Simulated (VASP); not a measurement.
Set up this calculation in VASP 6.6.1, as the native input.

* Task: single point
* Functional: PBE
* Potentials or basis: VASP PAW PBE potentials, release 64 (Si, P)
* Cutoff: 500 eV
* k mesh: 3 × 3 × 3
* Occupations: gaussian, width 0.2 eV
* Spin: no spin polarisation
* Dipole correction: no
* Further INCAR settings: ALGO = Normal; EDIFF = 1e-06; NBANDS = 24

The structure of SiP5 lies in POSCAR:

```
SiP5
1.0
    4.6184143190      0.0000000000      0.0000000000
    0.0000000000      4.6184143190      0.0000000000
    0.0000000000      0.0000000000      5.7294978132
Si P
1 5
Direct
    0.0000000000      0.0000000000      0.0000000000
    0.2643078295      0.0000000000      0.6358578962
    0.7356921705      0.0000000000      0.6358578962
    0.0000000000      0.7356921705      0.3641421038
    0.0000000000      0.2643078295      0.3641421038
    0.5000000000      0.5000000000      0.0000000000
```

These files were run (other wordings do the same):

INCAR

```
SYSTEM = SiP5
PREC     = Accurate       ! precision mode
ENCUT    = 500            ! plane-wave cutoff, eV
EDIFF    = 1E-6           ! SCF threshold, eV
ISMEAR   = 0              ! smearing method
SIGMA    = 0.2            ! smearing width, eV
LREAL    = .FALSE.        ! projectors in reciprocal space
LASPH    = .TRUE.         ! aspherical terms in the spheres
NELM     = 120            ! most SCF steps
ALGO     = Normal         ! electronic algorithm
ISIF     = 2              ! what is computed and relaxed
LWAVE    = .FALSE.        ! write WAVECAR
LCHARG   = .FALSE.        ! write CHGCAR
GGA      = PE             ! functional
NBANDS   = 24             ! bands
GGA_COMPAT= .FALSE.
```

KPOINTS

```
Automatic mesh
0
G
  3 3 3
  0 0 0
```

Potentials or basis: VASP PAW PBE potentials, release 64 (Si, P).

Run with:

```bash
$ cat potpaw_PBE.64/Si/POTCAR potpaw_PBE.64/P/POTCAR > POTCAR
$ mpirun -np 1 vasp_std > vasp.out
```

It gave:

The pressure is -0.2 GPa and the largest force is 0.022 eV/Å.

Caveat: the k points lie up to 0.45 Å⁻¹ apart.

Run time: 32 s on 1 thread of Intel Xeon 8259CL, with other jobs on the host, peak memory 0.21 GiB.
